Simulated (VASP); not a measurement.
Set up this calculation in VASP 6.6.1, as the native input.

* Task: single point
* Functional: PBE
* Potentials or basis: VASP PAW PBE potentials, release 64 (B, Bi_d, Br)
* Cutoff: 520 eV
* k mesh: 12 × 12 × 10
* Occupations: gaussian, width 0.1 eV
* Spin: no spin polarisation
* Dipole correction: no
* Further INCAR settings: ALGO = Normal; EDIFF = 1e-06; NBANDS = 32

The structure of Bi2B3Br lies in POSCAR:

```
Bi2B3Br
1.0
    6.3255754084      0.0000000000      0.0000000000
   -3.1627877042      5.4781089972      0.0000000000
    0.0000000000      0.0000000000      3.6010750477
B Bi Br
3 2 1
Direct
    0.0000000000      0.5000000000      1.0283470372
    0.5000000000      0.0000000000      1.0283470372
    0.5000000000      0.5000000000      1.0283470372
    0.6666666667      0.3333333333      0.5283414241
    0.3333333333      0.6666666667      0.5283414241
    0.0000000000      0.0000000000      0.0282709502
```

These files were run (other wordings do the same):

INCAR

```
SYSTEM = Bi2B3Br
PREC     = Accurate       ! precision mode
ENCUT    = 520            ! plane-wave cutoff, eV
EDIFF    = 1E-6           ! SCF threshold, eV
ISMEAR   = 0              ! smearing method
SIGMA    = 0.1            ! smearing width, eV
LREAL    = .FALSE.        ! projectors in reciprocal space
LASPH    = .TRUE.         ! aspherical terms in the spheres
NELM     = 80             ! most SCF steps
ALGO     = Normal         ! electronic algorithm
ISIF     = 2              ! what is computed and relaxed
LWAVE    = .FALSE.        ! write WAVECAR
LCHARG   = .FALSE.        ! write CHGCAR
GGA      = PE             ! functional
NBANDS   = 32             ! bands
```

KPOINTS

```
Automatic mesh
0
G
  12 12 10
  0 0 0
```

Potentials or basis: VASP PAW PBE potentials, release 64 (B, Bi_d, Br).

Launch:

```console
$ cat potpaw_PBE.64/B/POTCAR potpaw_PBE.64/Bi_d/POTCAR potpaw_PBE.64/Br/POTCAR > POTCAR
$ mpirun -np 1 vasp_std > vasp.out
```

Results of the run:

| Quantity | Value |
| --- | --- |
| Pressure | 0.0 GPa |
| Band gap on the k mesh | zero (band 23 reaches 6.48 eV, above the bottom of band 24 at 4.18 eV) |

Caveat: spin-orbit coupling is left out, which moves the levels of the heavy elements.

Wall time 5.7 min on 1 thread of Intel Xeon 6975P-C, on a shared host, peak memory 0.53 GiB.
